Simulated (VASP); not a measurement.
Runs of VASP 6.6.1 on Cd. The structure is that of space group Fd-3m (No. 227), or close to it. The cells are those of the table. 

| cell | gap on the mesh (eV) | pressure (GPa) |
| --- | --- | --- |
| a = 4.792 Å, angles 60.0°, 2 atoms | none | (a) |
| a = 5.045 Å, angles 60.0°, 2 atoms | none | -0.6 |
| a = 4.922 Å, angles 60.0°, 2 atoms | none | -0.2 |
| a = 4.858 Å, angles 60.0°, 2 atoms | none | 0.1 |
| a = 4.984 Å, angles 60.0°, 2 atoms | none | (b) |

Alike in all rows: task single point; level revPBE; potentials or basis VASP PAW PBE potentials, release 64 (Cd); no spin polarisation; k mesh 9 × 9 × 9; cutoff (eV) 520; smearing fermi-dirac 0.1 eV.

**Question.** Estimate the missing entries.

**Answer.** (a) 0.6; (b) -0.4.

Caveats: the PAW data sets were made with another functional, which shifts forces and pressure a little.

A k mesh can miss the band edges, and the runs leave out spin-orbit coupling on Cd.

A gap of «none» marks levels without a gap at the run's occupations.
